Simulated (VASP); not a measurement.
# C (C2/m) in VASP: further runs

C is run at these levels: HSE06, PBE0; tasks: single point.

Program: VASP 6.6.1. These are calculated values, not measurements. Logs are shortened: lines on timing, memory, paths and dates and some standing lists are left out, and cuts for length are marked.

## (1) The cell of the first run

It takes space group C2/m (No. 12, monoclinic). The conventional cell has a = 4.255 Å, b = 2.457 Å, c = 3.765 Å, α = 90.00°, β = 111.49°, γ = 90.00°. Within 1.9 Å of C (site symmetry m) lie 3 C at 1.42 Å.

## (2) Single point, HSE06

File POSCAR:

```
C
1.0
    2.1273203072     -1.2282824400      0.0000000000
    2.1273203072      1.2282824400      0.0000000000
   -1.3790696309      0.0000000000      3.5028300786
C
2
Direct
    0.1666444700      0.1666444700      0.9999069600
    0.8333555300      0.8333555300      0.0000930400
```

File INCAR.step1:

```
  PREC = Accurate
  ENCUT = 520
  EDIFF = 1E-5
  ISMEAR = -1
  SIGMA = 0.05
  LREAL = F
  LASPH = T
  NELM = 60
  ALGO = Normal
  ISIF = 2
  LWAVE = T
  LCHARG = F
  NBANDS = 11
  GGA = PE
```

File INCAR.step2:

```
  PREC = Accurate
  ENCUT = 520
  EDIFF = 1E-7
  ISMEAR = -1
  SIGMA = 0.05
  LREAL = F
  LASPH = T
  NELM = 60
  ALGO = Normal
  ISIF = 2
  LWAVE = F
  LCHARG = F
  GGA = PE
  LHFCALC = T
  HFSCREEN = 0.2079
  PRECFOCK = Normal
  NBANDS = 11
  ISTART = 1
```

File KPOINTS:

```
regular mesh
0
Gamma
  8 8 4
```

Potentials or basis: VASP PAW PBE potentials, release 64 (C).

The run is started by

```sh
$ cat potpaw_PBE.64/C/POTCAR > POTCAR
$ cp INCAR.step1 INCAR
$ mpirun -np 1 vasp_std > vasp.out
$ cp INCAR.step2 INCAR
$ mpirun -np 1 vasp_std > vasp.out
```

OUTCAR:

```text
PREC = Accurate
   ENCUT = 520
   EDIFF = 1E-7
   ISMEAR = -1
   LREAL = F
   LASPH = T
   NELM = 60
   ISIF = 2
   GGA = PE
   LHFCALC = T
   HFSCREEN = 0.2079
   PRECFOCK = Normal
   ISTART = 1

 ion  position               nearest neighbor table
   1  0.167  0.167  1.000-   2 1.42   2 1.42   2 1.42
   2  0.833  0.833  0.000-   1 1.42   1 1.42   1 1.42

  LATTYP: Found a base centered monoclinic cell.
 ALAT       =     4.2546406144
 B/A-ratio  =     0.5773848141
 C/A-ratio  =     0.8848045598
 COS(beta)  =    -0.3663329314

  Lattice vectors:

 A1 = (   2.1273203072,  -1.2282824400,   0.0000000000)
 A2 = (   2.1273203072,   1.2282824400,   0.0000000000)
 A3 = (  -1.3790696309,   0.0000000000,   3.5028300786)

Analysis of symmetry for initial positions (statically):
=====================================================================
 Subroutine PRICEL returns:
 Original cell was already a primitive cell.

 Routine SETGRP: Setting up the symmetry group for a
 base centered monoclinic supercell.

 Subroutine GETGRP returns: Found  4 space group operations
 (whereof  4 operations were pure point group operations)
 out of a pool of  4 trial point group operations.

The static configuration has the point symmetry C_2h.

Analysis of symmetry for dynamics (positions and initial velocities):
=====================================================================
 Subroutine PRICEL returns:
 Original cell was already a primitive cell.

 Routine SETGRP: Setting up the symmetry group for a
 base centered monoclinic supercell.

 Subroutine GETGRP returns: Found  4 space group operations
 (whereof  4 operations were pure point group operations)
 out of a pool of  4 trial point group operations.

The dynamic configuration has the point symmetry C_2h.

 Subroutine INISYM returns: Found  4 space group operations
 (whereof  4 operations are pure point group operations),
 and found     1 'primitive' translations

----------------------------------------------------------------------------------------

                                     Primitive cell

  volume of cell :      18.3054

  direct lattice vectors                    reciprocal lattice vectors
     2.127320307 -1.228282440  0.000000000     0.235037478 -0.407072497  0.092534619
     2.127320307  1.228282440  0.000000000     0.235037478  0.407072497  0.092534619
    -1.379069631  0.000000000  3.502830079     0.000000000  0.000000000  0.285483446

  length of vectors
     2.456454649  2.456454649  3.764525416     0.479075453  0.479075453  0.285483446

  position of ions in fractional coordinates (direct lattice)
     0.166644470  0.166644470  0.999906960
     0.833355530  0.833355530  0.000093040

  ion indices of the primitive-cell ions
   primitive index   ion index
                 1           1
                 2           2

----------------------------------------------------------------------------------------

 KPOINTS: regular mesh

Automatic generation of k-mesh.
 Grid dimensions read from file:
 generate k-points for:    8    8    4

 Generating k-lattice:

  Cartesian coordinates                     Fractional coordinates (reciprocal lattice)
     0.029379685 -0.050884062  0.011566827     0.125000000 -0.000000000  0.000000000
     0.029379685  0.050884062  0.011566827    -0.000000000  0.125000000  0.000000000
     0.000000000  0.000000000  0.071370861     0.000000000  0.000000000  0.250000000

  Length of vectors
     0.059884432  0.059884432  0.071370861

  Shift w.r.t. Gamma in fractional coordinates (k-lattice)
     0.000000000  0.000000000  0.000000000

 Subroutine IBZKPT returns following result:
 ===========================================

 Found     78 irreducible k-points:

 Following reciprocal coordinates:
            Coordinates               Weight
  0.000000  0.000000  0.000000      1.000000
  0.125000 -0.000000  0.000000      4.000000
  0.250000 -0.000000  0.000000      4.000000
  0.375000  0.000000 -0.000000      4.000000
  0.500000 -0.000000  0.000000      2.000000
  0.125000  0.125000 -0.000000      2.000000
[... 16 lines left out ...]
  0.125000 -0.000000  0.250000      4.000000
  0.250000 -0.000000  0.250000      4.000000
 [... further k-points ...]
   k-points           NKPTS =     78   k-points in BZ     NKDIM =    256   number of bands    NBANDS=     11
   number of dos      NEDOS =    301   number of ions     NIONS =      2
   total plane-waves  NPLWV =   9072
   dimension x,y,z NGX =    18 NGY =   18 NGZ =   28
   dimension x,y,z NGXF=    36 NGYF=   36 NGZF=   56
   ions per type =               2
   NGX,Y,Z   is equivalent  to a cutoff of  12.18, 12.18, 12.37 a.u.
   NGXF,Y,Z  is equivalent  to a cutoff of  24.36, 24.36, 24.73 a.u.
 SYSTEM =  unknown system
   PREC   = accura    normal or accurate (medium, high low for compatibility)
   ISTART =      1    job   : 0-new  1-cont  2-samecut
   ICHARG =      0    charge: 1-file 2-atom 10-const
   ISPIN  =      1    spin polarized calculation?
   LNONCOLLINEAR =      F non collinear calculations
   LSORBIT =      F    spin-orbit coupling
   LASPH  =      T    aspherical Exc in radial PAW
   ENCUT  =  520.0 eV  38.22 Ry    6.18 a.u.   4.57  4.57  7.00*2*pi/ulx,y,z
   NELM   =     60;   NELMIN=  2; NELMDL=  0     # of ELM steps
   EDIFF  = 0.1E-06   stopping-criterion for ELM
   LREAL  =      F    real-space projection
   EDIFFG = 0.1E-05   stopping-criterion for IOM
   NSW    =      0    number of steps for IOM
   IBRION =     -1    ionic relax: 0-MD 1-quasi-New 2-CG
   NFREE  =      0    steps in history (QN), initial steepest desc. (CG)
   ISIF   =      2    stress and relaxation
   ISYM   =      3    0-nonsym 1-usesym 2-fastsym
   POTIM  = 0.5000    time-step for ionic-motion
   TEBEG  =    0.0;   TEEND  =   0.0 temperature during run
   PSTRESS=    0.0 pullay stress
   NELECT =       8.0000    total number of electrons
   NUPDOWN=      -1.0000    fix difference up-down
   EMIN   =  10.00;   EMAX   =-10.00  energy-range for DOS
   EFERMI =   0.00;   METHOD = LEGACY
   ISMEAR =    -1;   SIGMA  =   0.05  broadening in eV -4-tet -1-fermi 0-gaus
   EFERMI_NEDOS =   21; number of points for ismear=-14 and -15
   IALGO  =     38    algorithm
   IMIX   =      1    mixing-type and parameters
     AMIX     =   0.40;   BMIX     =  1.00
     AMIX_MAG =   1.60;   BMIX_MAG =  1.00
  volume/ion in A,a.u.               =       9.15        61.77
  Fermi-wavevector in a.u.,A,eV,Ry     =   1.242352  2.347705 20.999765  1.543439
  Thomas-Fermi vector in A             =   2.376710
   LORBIT       =      0    0 simple, 1 ext, 2 COOP (PROOUT), +10 PAW based schemes
   GGA     = PE    functional components
   LHFCALC =     T    Hartree Fock is set to
   PRECFOCK=normal    Normal, Fast or Accurate (Low or Medium for compatibility)
   ENCUT4O =  -1.0   cutoff for four orbital integrals eV
   NKREDX  =     1    reduce k-point grid by
   NKREDY  =     1    reduce k-point grid by
   NKREDZ  =     1    reduce k-point grid by
   AEXX    =    0.2500 exact exchange contribution
   HFSCREEN=    0.2079 screening length (either q_TF or 0.3 A-1)
   HFSCREENC=   0.2079 screening length for correlation (either q_TF or 0.3 A-1)
   ENCUTFOCK=  -1.0 apply spherical cutoff to Coloumb kernel
   IVDW    =     0    specifies the selected vdW correction
   LEPSILON=     F    determine dielectric tensor
   LRPA    =     F    only Hartree local field effects (RPA)
 non-spin polarized calculation
  energy-cutoff  :      520.00
  volume of cell :       18.31
 maximum number of plane-waves:       504
  NGX = 14; NGY = 14; NGZ = 24

 number of electron       8.0000000 magnetization

 Free energy of the ion-electron system (eV)
  ---------------------------------------------------
  ext. energy  EPLUGINS =         0.00000000
  ---------------------------------------------------
  free energy    TOTEN  =       -21.16232999 eV

  energy without entropy =      -21.16232999  energy(sigma->0) =      -21.16232999

 E-fermi :   4.3759     XC(G=0):  -8.3190

 val. band max:        3.3584688202   @ k =  -0.3750   0.3750   0.5000
 cond. band min:       5.4252259982   @ k =  -0.3750   0.3750   0.5000
 fundamental gap:      2.0667571780
 Fermi energy:         4.3758933835

 k-point     1 :       0.0000    0.0000    0.0000
  band No.  band energies     occupation
      1     -17.9195      2.00000
      2      -3.6927      2.00000
      3       0.3470      2.00000
      4       0.3508      2.00000
      5       8.5786      0.00000
      6      13.6779      0.00000
      7      13.6805      0.00000
      8      17.4751      0.00000
      9      18.4610      0.00000
     10      28.1318      0.00000
     11      29.7521      0.00000

 k-point     2 :       0.1250   -0.0000    0.0000
  band No.  band energies     occupation
      1     -17.5085      2.00000
      2      -3.2408      2.00000
      3      -1.1563      2.00000
      4      -0.4081      2.00000
      5       9.1275      0.00000
      6      13.7525      0.00000
      7      15.2970      0.00000
      8      16.0568      0.00000
      9      19.1928      0.00000
     10      27.9221      0.00000
     11      29.3884      0.00000

 k-point     3 :       0.2500   -0.0000    0.0000
  band No.  band energies     occupation
      1     -16.2868      2.00000
      2      -4.4660      2.00000
      3      -1.9038      2.00000
      4      -1.8342      2.00000
      5      10.7469      0.00000
      6      12.7396      0.00000
      7      13.4502      0.00000
      8      19.1765      0.00000
      9      21.0213      0.00000
     10      24.7173      0.00000
     11      27.7598      0.00000
[... 267 lines left out ...]
 k-point    23 :       0.1250   -0.0000    0.2500
  band No.  band energies     occupation
      1     -17.3775      2.00000
      2      -4.3252      2.00000
      3      -1.1777      2.00000
      4      -0.4107      2.00000
      5      12.1718      0.00000
      6      13.7412      0.00000
      7      15.2707      0.00000
      8      16.2349      0.00000
      9      19.0485      0.00000
     10      25.2450      0.00000
     11      29.0082      0.00000

 k-point    24 :       0.2500   -0.0000    0.2500
  band No.  band energies     occupation
      1     -16.1500      2.00000
      2      -4.5013      2.00000
      3      -3.0208      2.00000
      4      -1.8412      2.00000
      5      12.9949      0.00000
      6      13.2908      0.00000
      7      14.3453      0.00000
      8      19.1507      0.00000
      9      20.5981      0.00000
     10      24.6162      0.00000
     11      28.0008      0.00000

 [... further k-points ...]
[... 5 lines left out ...]
  --------------------------------------------------------------------------------------
  -------------------------------------------------------------------------------------
  Total       -0.3061144     -0.3113593      0.1786084      0.0000000      0.0000000     -0.0041157
  in kB      -26.7925557    -27.2516136     15.6326404      0.0000000      0.0000000     -0.3602288
  external PRESSURE =     -12.8038430 kB  Pullay stress =       0.0000000 kB

 VOLUME and BASIS-vectors are now :
 -----------------------------------------------------------------------------
  energy-cutoff  :      520.00
  volume of cell :       18.31
      direct lattice vectors                 reciprocal lattice vectors
     2.127320307 -1.228282440  0.000000000     0.235037478 -0.407072497  0.092534619
     2.127320307  1.228282440  0.000000000     0.235037478  0.407072497  0.092534619
    -1.379069631  0.000000000  3.502830079     0.000000000  0.000000000  0.285483446

 POSITION                                       TOTAL-FORCE (eV/Angst)
 -----------------------------------------------------------------------------------
     -0.66993      0.00000      3.50250        -0.004160      0.000000      0.006288
      3.54550      0.00000      0.00033         0.004160      0.000000     -0.006288
 -----------------------------------------------------------------------------------
    total drift:                               -0.000000      0.000000      0.000000

  FREE ENERGIE OF THE ION-ELECTRON SYSTEM (eV)
  ---------------------------------------------------
  free  energy   TOTEN  =       -21.1623299887 eV

  energy  without entropy=      -21.1623299886  energy(sigma->0) =      -21.16232999
```

It took 12 min on 1 thread of AMD EPYC 9R45 (Zen 5), shared host; peak memory 0.2 GiB.

Results:

```
Free energy            : -21.1623 eV
Pressure               : -1.3 GPa
Largest force          : 0.008 eV/Å
Band gap on the k mesh : 2.07 eV, direct
```

Forces in eV/Å, atoms in the order of the input:
```
C   -0.004  0.000  0.006
C    0.004  0.000 -0.006
```

Stress tensor (GPa, compression positive):
```
-2.68  0.00 -0.04
 0.00 -2.73  0.00
-0.04  0.00  1.56
```

Levels at points of the mesh, in eV from the valence-band top:
```tsv
k point	band 1	band 2	band 3	band 4	band 5	band 6	band 7	band 8
(0.00, 0.00, 0.00)	-21.28	-7.05	-3.01	-3.01	5.22	10.32	10.32	14.12
(0.50, 0.00, 0.00)	-15.47	-14.23	-6.69	-1.60	3.39	9.41	13.28	13.75
(0.50, 0.50, 0.00)	-15.39	-14.17	-6.73	-2.21	2.74	9.09	14.76	16.11
(0.00, 0.00, 0.50)	-21.05	-8.76	-3.02	-3.02	10.28	10.28	11.22	14.29
(0.50, 0.00, 0.50)	-15.39	-14.17	-6.73	-2.25	2.68	9.10	14.87	16.35
(0.50, 0.50, 0.50)	-15.47	-14.23	-6.70	-1.65	3.33	9.41	13.39	13.91
```

Caveat: the k points lie up to 0.45 Å⁻¹ apart; the PAW data sets were made with another functional, which shifts forces and pressure a little; this functional lacks dispersion, which binds the layers, so the pressure and a relaxed spacing across them are unreliable. A k mesh can miss the band edges.

[end of part 1 of 2]
